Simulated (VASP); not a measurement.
# Ir (Fm-3m) in VASP: single point with LDA

Aim: the single point of Ir with LDA.

All numbers are computed with VASP 6.6.1; they aren't measurements. Logs are shortened: lines on timing, memory, paths and dates and some standing lists are left out, and cuts for length are marked.

## Step 1: The cell of the first run

It takes space group Fm-3m (No. 225, cubic). The conventional cell has a = 3.811 Å, b = 3.811 Å, c = 3.811 Å, α = 90.00°, β = 90.00°, γ = 90.00°. Ir (site symmetry m-3m) has 12 Ir at 2.69 Å within 3.6 Å.

## Step 2: Single point, LDA

Input file INCAR:

```
  PREC = Accurate
  ENCUT = 520
  EDIFF = 1E-7
  ISMEAR = 0
  SIGMA = 0.1
  LREAL = F
  LASPH = T
  NELM = 60
  ALGO = Fast
  ISIF = 2
  LWAVE = F
  LCHARG = F
  NBANDS = 10
```

Input file KPOINTS:

```
regular mesh
0
Gamma
  48 48 48
```

Input file POSCAR:

```
Ir
1.0
    0.0000000000      1.9054822473      1.9054822473
    1.9054822473      0.0000000000      1.9054822473
    1.9054822473      1.9054822473      0.0000000000
Ir
1
Direct
    0.0000000000      0.0000000000      0.0000000000
```

Potentials or basis: VASP PAW LDA potentials, release 64 (Ir).

Started as:

```console
$ cat potpaw_LDA.64/Ir/POTCAR > POTCAR
$ mpirun -np 1 vasp_std > vasp.out
```

OUTCAR:

```text
PREC = Accurate
   ENCUT = 520
   EDIFF = 1E-7
   ISMEAR = 0
   LREAL = F
   LASPH = T
   NELM = 60
   ISIF = 2

 ion  position               nearest neighbor table
   1  0.000  0.000  0.000-

  LATTYP: Found a face centered cubic cell.
 ALAT       =     3.8109644946

  Lattice vectors:

 A1 = (   0.0000000000,   1.9054822473,   1.9054822473)
 A2 = (   1.9054822473,   0.0000000000,   1.9054822473)
 A3 = (   1.9054822473,   1.9054822473,   0.0000000000)

Analysis of symmetry for initial positions (statically):
=====================================================================
 Subroutine PRICEL returns:
 Original cell was already a primitive cell.

 Routine SETGRP: Setting up the symmetry group for a
 face centered cubic supercell.

 Subroutine GETGRP returns: Found 48 space group operations
 (whereof 48 operations were pure point group operations)
 out of a pool of 48 trial point group operations.

The static configuration has the point symmetry O_h .

Analysis of symmetry for dynamics (positions and initial velocities):
=====================================================================
 Subroutine PRICEL returns:
 Original cell was already a primitive cell.

 Routine SETGRP: Setting up the symmetry group for a
 face centered cubic supercell.

 Subroutine GETGRP returns: Found 48 space group operations
 (whereof 48 operations were pure point group operations)
 out of a pool of 48 trial point group operations.

The dynamic configuration has the point symmetry O_h .

 Subroutine INISYM returns: Found 48 space group operations
 (whereof 48 operations are pure point group operations),
 and found     1 'primitive' translations

----------------------------------------------------------------------------------------

                                     Primitive cell

  volume of cell :      13.8371

  direct lattice vectors                    reciprocal lattice vectors
     0.000000000  1.905482247  1.905482247    -0.262400765  0.262400765  0.262400765
     1.905482247  0.000000000  1.905482247     0.262400765 -0.262400765  0.262400765
     1.905482247  1.905482247  0.000000000     0.262400765  0.262400765 -0.262400765

  length of vectors
     2.694758837  2.694758837  2.694758837     0.454491457  0.454491457  0.454491457

  position of ions in fractional coordinates (direct lattice)
     0.000000000  0.000000000  0.000000000

  ion indices of the primitive-cell ions
   primitive index   ion index
                 1           1

----------------------------------------------------------------------------------------

 KPOINTS: regular mesh

Automatic generation of k-mesh.
 Grid dimensions read from file:
 generate k-points for:   48   48   48

 Generating k-lattice:

  Cartesian coordinates                     Fractional coordinates (reciprocal lattice)
    -0.005466683  0.005466683  0.005466683     0.020833333  0.000000000  0.000000000
     0.005466683 -0.005466683  0.005466683     0.000000000  0.020833333  0.000000000
     0.005466683  0.005466683 -0.005466683     0.000000000  0.000000000  0.020833333

  Length of vectors
     0.009468572  0.009468572  0.009468572

  Shift w.r.t. Gamma in fractional coordinates (k-lattice)
     0.000000000  0.000000000  0.000000000

 Subroutine IBZKPT returns following result:
 ===========================================

 Found   2769 irreducible k-points:

 Following reciprocal coordinates:
            Coordinates               Weight
  0.000000  0.000000  0.000000      1.000000
  0.020833  0.000000  0.000000      8.000000
  0.041667  0.000000  0.000000      8.000000
  0.062500  0.000000  0.000000      8.000000
  0.083333  0.000000  0.000000      8.000000
  0.104167  0.000000  0.000000      8.000000
[... 16 lines left out ...]
  0.458333  0.000000  0.000000      8.000000
  0.479167  0.000000  0.000000      8.000000
 [... further k-points ...]
   k-points           NKPTS =   2769   k-points in BZ     NKDIM =   2769   number of bands    NBANDS=     10
   number of dos      NEDOS =    301   number of ions     NIONS =      1
   total plane-waves  NPLWV =   8000
   dimension x,y,z NGX =    20 NGY =   20 NGZ =   20
   dimension x,y,z NGXF=    40 NGYF=   40 NGZF=   40
   ions per type =               1
   NGX,Y,Z   is equivalent  to a cutoff of  12.34, 12.34, 12.34 a.u.
   NGXF,Y,Z  is equivalent  to a cutoff of  24.68, 24.68, 24.68 a.u.
 SYSTEM =  unknown system
   PREC   = accura    normal or accurate (medium, high low for compatibility)
   ISTART =      0    job   : 0-new  1-cont  2-samecut
   ICHARG =      2    charge: 1-file 2-atom 10-const
   ISPIN  =      1    spin polarized calculation?
   LNONCOLLINEAR =      F non collinear calculations
   LSORBIT =      F    spin-orbit coupling
   LASPH  =      T    aspherical Exc in radial PAW
   ENCUT  =  520.0 eV  38.22 Ry    6.18 a.u.   5.01  5.01  5.01*2*pi/ulx,y,z
   NELM   =     60;   NELMIN=  2; NELMDL= -5     # of ELM steps
   EDIFF  = 0.1E-06   stopping-criterion for ELM
   LREAL  =      F    real-space projection
   EDIFFG = 0.1E-05   stopping-criterion for IOM
   NSW    =      0    number of steps for IOM
   IBRION =     -1    ionic relax: 0-MD 1-quasi-New 2-CG
   NFREE  =      0    steps in history (QN), initial steepest desc. (CG)
   ISIF   =      2    stress and relaxation
   ISYM   =      2    0-nonsym 1-usesym 2-fastsym
   POTIM  = 0.5000    time-step for ionic-motion
   TEBEG  =    0.0;   TEEND  =   0.0 temperature during run
   PSTRESS=    0.0 pullay stress
   NELECT =       9.0000    total number of electrons
   NUPDOWN=      -1.0000    fix difference up-down
   EMIN   =  10.00;   EMAX   =-10.00  energy-range for DOS
   EFERMI =   0.00;   METHOD = LEGACY
   ISMEAR =     0;   SIGMA  =   0.10  broadening in eV -4-tet -1-fermi 0-gaus
   EFERMI_NEDOS =   21; number of points for ismear=-14 and -15
   IALGO  =     68    algorithm
   IMIX   =      4    mixing-type and parameters
     AMIX     =   0.40;   BMIX     =  1.00
     AMIX_MAG =   1.60;   BMIX_MAG =  1.00
  volume/ion in A,a.u.               =      13.84        93.38
  Fermi-wavevector in a.u.,A,eV,Ry     =   1.418428  2.680441 27.374095  2.011939
  Thomas-Fermi vector in A             =   2.539555
   LORBIT       =      0    0 simple, 1 ext, 2 COOP (PROOUT), +10 PAW based schemes
   GGA     = CA    functional components
   LHFCALC =     F    Hartree Fock is set to
   AEXX    =    0.0000 exact exchange contribution
   IVDW    =     0    specifies the selected vdW correction
   LEPSILON=     F    determine dielectric tensor
   LRPA    =     F    only Hartree local field effects (RPA)
 non-spin polarized calculation
 RMM-DIIS sequential band-by-band and
 Gauss-broadening in eV      SIGMA  =   0.10
  energy-cutoff  :      520.00
  volume of cell :       13.84
 maximum number of plane-waves:       388
   NGX =  9   NGY =  9   NGZ =  9

 number of electron       9.0000001 magnetization

 Free energy of the ion-electron system (eV)
  ---------------------------------------------------
  ext. energy  EPLUGINS =         0.00000000
  ---------------------------------------------------
  free energy    TOTEN  =       -10.32699297 eV

  energy without entropy =      -10.32276909  energy(sigma->0) =      -10.32488103

 E-fermi :  10.6853     XC(G=0): -14.2680

 val. band max:       10.6848737130   @ k =   0.4375   0.1458   0.0625
 cond. band min:      10.6854955778   @ k =  -0.2917   0.2708   0.1042
 fundamental gap:      0.0006218648
 Fermi energy:        10.6853030910

 k-point     1 :       0.0000    0.0000    0.0000
  band No.  band energies     occupation
      1      -0.6402      2.00000
      2       6.6526      2.00000
      3       6.6526      2.00000
      4       6.6526      2.00000
      5       9.4761      2.00000
      6       9.4761      2.00000
      7      25.0023      0.00000
      8      30.6743      0.00000
      9      30.6743      0.00000
     10      30.6743      0.00000

 k-point     2 :       0.0208    0.0000    0.0000
  band No.  band energies     occupation
      1      -0.6202      2.00000
      2       6.6415      2.00000
      3       6.6616      2.00000
      4       6.6616      2.00000
      5       9.4700      2.00000
      6       9.4700      2.00000
      7      25.0377      0.00000
      8      30.5542      0.00000
      9      30.7077      0.00000
     10      30.7077      0.00000

 k-point     3 :       0.0417    0.0000    0.0000
  band No.  band energies     occupation
      1      -0.5605      2.00000
      2       6.6089      2.00000
      3       6.6881      2.00000
      4       6.6881      2.00000
      5       9.4522      2.00000
      6       9.4522      2.00000
      7      25.1429      0.00000
      8      30.2293      0.00000
      9      30.8072      0.00000
     10      30.8072      0.00000

 k-point     4 :       0.0625    0.0000    0.0000
  band No.  band energies     occupation
      1      -0.4620      2.00000
      2       6.5569      2.00000
      3       6.7307      2.00000
      4       6.7307      2.00000
      5       9.4247      2.00000
      6       9.4247      2.00000
      7      25.3143      0.00000
      8      29.7708      0.00000
      9      30.9717      0.00000
     10      30.9717      0.00000
[... 222 lines left out ...]
 k-point    22 :       0.4375    0.0000    0.0000
  band No.  band energies     occupation
      1       2.3610      2.00000
      2       6.6105      2.00000
      3       6.6105      2.00000
      4       9.2862      2.00000
      5      11.4393      0.00000
      6      11.4393      0.00000
      7      19.0205      0.00000
      8      24.7904      0.00000
      9      31.0953      0.00000
     10      31.0953      0.00000

 k-point    23 :       0.4583    0.0000    0.0000
  band No.  band energies     occupation
      1       2.3562      2.00000
      2       6.5810      2.00000
      3       6.5810      2.00000
      4       9.6271      2.00000
      5      11.5498      0.00000
      6      11.5498      0.00000
      7      18.5841      0.00000
      8      24.6547      0.00000
      9      30.8443      0.00000
     10      30.8443      0.00000

 k-point    24 :       0.4792    0.0000    0.0000
  band No.  band energies     occupation
      1       2.3523      2.00000
      2       6.5631      2.00000
      3       6.5631      2.00000
      4       9.8539      2.00000
      5      11.6182      0.00000
      6      11.6182      0.00000
      7      18.2991      0.00000
      8      24.5740      0.00000
      9      30.6913      0.00000
     10      30.6913      0.00000

 [... further k-points ...]

------------------------ aborting loop because EDIFF is reached ----------------------------------------

  FORCE on cell =-STRESS in cart. coord.  units (eV):
  Direction    XX          YY          ZZ          XY          YZ          ZX
  --------------------------------------------------------------------------------------
  -------------------------------------------------------------------------------------
  Total        0.2284551      0.2284551      0.2284551      0.0000000      0.0000000      0.0000000
  in kB       26.4524971     26.4524971     26.4524971      0.0000000      0.0000000      0.0000000
  external PRESSURE =      26.4524971 kB  Pullay stress =       0.0000000 kB

 VOLUME and BASIS-vectors are now :
 -----------------------------------------------------------------------------
  energy-cutoff  :      520.00
  volume of cell :       13.84
      direct lattice vectors                 reciprocal lattice vectors
     0.000000000  1.905482247  1.905482247    -0.262400765  0.262400765  0.262400765
     1.905482247  0.000000000  1.905482247     0.262400765 -0.262400765  0.262400765
     1.905482247  1.905482247  0.000000000     0.262400765  0.262400765 -0.262400765

 POSITION                                       TOTAL-FORCE (eV/Angst)
 -----------------------------------------------------------------------------------
      0.00000      0.00000      0.00000        -0.000000      0.000000     -0.000000
 -----------------------------------------------------------------------------------
    total drift:                               -0.000000      0.000000      0.000000

  FREE ENERGIE OF THE ION-ELECTRON SYSTEM (eV)
  ---------------------------------------------------
  free  energy   TOTEN  =       -10.3269929715 eV

  energy  without entropy=      -10.3227690935  energy(sigma->0) =      -10.32488103
```

Run time: 12 min. Hardware: 1 thread of Intel Xeon 8259CL, shared host; peak memory 0.5 GiB.

Results:

```yaml
Free_energy: -10.3270 eV
Pressure: 2.6 GPa
Band_gap_on_the_k_mesh: zero (an odd number of electrons rules out a gap without spin polarisation)
```

Levels at points of the mesh, in eV from the Fermi level:
```tsv
k point	band 1	band 2	band 3	band 4	band 5	band 6	band 7	band 8	band 9
(0.00, 0.00, 0.00)	-11.33	-4.03	-4.03	-4.03	-1.21	-1.21	14.32	19.99	19.99
(0.50, 0.00, 0.00)	-8.33	-4.13	-4.13	-0.75	0.96	0.96	7.51	13.86	19.95
(0.50, 0.50, 0.00)	-8.16	-7.59	0.94	1.55	1.55	1.76	10.85	11.82	11.82
```

Caveat: spin-orbit coupling is left out, which moves the levels of the heavy elements.
